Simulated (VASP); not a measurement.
Crystal: InAs3.

```
In As
1.0
    -3.07387    3.07387    3.07387
     3.07387   -3.07387    3.07387
     3.07387    3.07387   -3.07387
In As
1 3
Direct
  0.00000 0.00000 0.00000
  0.00000 0.50000 0.50000
  0.50000 0.00000 0.50000
  0.50000 0.50000 0.00000
```

| Quantity | Value |
| --- | --- |
| Program | VASP 6.6.1 |
| Task | relaxation of cell and atoms |
| Functional | PBE |
| Potentials or basis | VASP PAW PBE potentials, release 64 (In_d, As) |
| Cutoff | 600 eV |
| k mesh | 4 × 4 × 4 |
| Occupations | gaussian, width 0.1 eV |
| Spin | no spin polarisation |

At the start: pressure -9.8 GPa; volume 29.04 Å³/atom.

Task: How do energy, volume and symmetry change on relaxing?

Result: Over 3 steps the energy falls by 288.3 meV/atom and the volume is 21.98 Å³/atom (-24.3 %); space group Im-3m (No. 229, to 0.05 Å).

Step by step:
| step | energy change (eV) | largest force (eV/Å) | pressure (GPa) | volume (Å³) |
| --- | --- | --- | --- | --- |
| 1 | 0.0000 | 0.0000 | -9.85 | 116.18 |
| 2 | -1.1515 | 0.0000 | -0.62 | 88.67 |
| 3 | -1.1532 | 0.0000 | -0.06 | 87.90 |

Final structure:
```
In As
1.0
    -2.80102    2.80102    2.80102
     2.80102   -2.80102    2.80102
     2.80102    2.80102   -2.80102
In As
1 3
Direct
  0.00000 0.00000 0.00000
  0.00000 0.50000 0.50000
  0.50000 0.00000 0.50000
  0.50000 0.50000 0.00000
```

Caveat: the k points lie up to 0.40 Å⁻¹ apart in the final cell; the volume moved by over 15 % at a fixed basis, so the end points are rough.
